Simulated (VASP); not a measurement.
Runs of VASP 6.6.1 on Rh. The structure is that of space group Fm-3m (No. 225), or close to it. The cells are those of the table. 

| task | cell | cutoff (eV) | gap on the mesh (eV) | pressure (GPa) |
| --- | --- | --- | --- | --- |
| relaxation of cell and atoms | relaxed from a = 2.684 Å, angles 60.0°, 1 atom | 600 | none | 0.0 |
| single point | a = 2.701 Å, angles 60.0°, 1 atom | 520 | none | 2.0 |
| relaxation of cell and atoms | relaxed to 8 GPa from a = 2.684 Å, angles 60.0°, 1 atom | 600 | none | 8.0 |
| single point | a = 2.708 Å, angles 60.0°, 1 atom | 520 | none | 0.0 |
| single point | a = 2.694 Å, angles 60.0°, 1 atom | 520 | none | 4.0 |
| single point | a = 2.688 Å, angles 60.0°, 1 atom | 520 | none | 6.0 |
| single point | a = 2.682 Å, angles 60.0°, 1 atom | 520 | none | (a) |
| relaxation of cell and atoms | relaxed to 2 GPa from a = 2.684 Å, angles 60.0°, 1 atom | 600 | none | 2.0 |

Alike in all rows: level PBE; potentials or basis VASP PAW PBE potentials, release 64 (Rh_pv); no spin polarisation; k mesh 15 × 15 × 15; smearing methfessel-paxton 0.1 eV.

Question: Fill in the values left out.

Answer: (a) 8.1.

Caveats: the cell stands under pressure (at least some runs); the cell is relaxed towards a set pressure, so the run minimises the enthalpy, not the energy (at least some runs).

A k mesh can miss the band edges, and the runs leave out spin-orbit coupling on Rh.

A gap of «none» marks levels without a gap at the run's occupations.
